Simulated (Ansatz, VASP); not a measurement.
Two plane-wave programs on Ba5HfO2

```
Ba Hf O
1.0
     3.57027    2.06130    4.89983
    -3.57027    2.06130    4.89983
     0.00000   -4.12259    4.89983
Ba Hf O
5 1 2
Direct
  0.50000 0.50000 0.00000
  0.00000 0.50000 0.50000
  0.50000 0.00000 0.50000
  0.89513 0.89513 0.89513
  0.10487 0.10487 0.10487
  0.50000 0.50000 0.50000
  0.64235 0.64235 0.64235
  0.35765 0.35765 0.35765
```

Alike in both runs: task relaxation of cell and atoms; functional PBE; k mesh 3 × 3 × 3; occupations gaussian, width 0.2 eV; no spin polarisation.

|  | VASP | Ansatz |
| --- | --- | --- |
| version | VASP 6.6.1 | Ansatz 0.2.0 |
| potentials or method | VASP PAW PBE potentials, release 64 (Ba_sv, Hf_pv, O), cutoff 600 eV | scalar-relativistic, plane waves, PAW |
| valence electrons in the cell | 72 | 88 |

Ansatz gave:

| Item | Value |
| --- | --- |
| gap on the k mesh at the Fermi level, each at its own relaxed structure (eV) | none |
| relaxed volume (Å³/atom) | 45.20 |
| relaxed cell length with the largest relative difference (Å) | 7.816 |

**Question.** Estimate VASP's values.

**Answer.** gap on the k mesh at the Fermi level, each at its own relaxed structure (eV): none; relaxed volume (Å³/atom): 45.50; relaxed cell length with the largest relative difference (Å): 7.790.

A gap of «none» marks a metal or a gap that the smearing closes. VASP's potentials hold 72 valence electrons a cell and Ansatz's 88, so a difference there can come from the potentials and not from the codes.

The k mesh is coarse, so the values compare programs but aren't converged. Spin-orbit coupling is off throughout. Noted on VASP's run: the volume moved by over 15 % at a fixed basis, so the end points are rough.
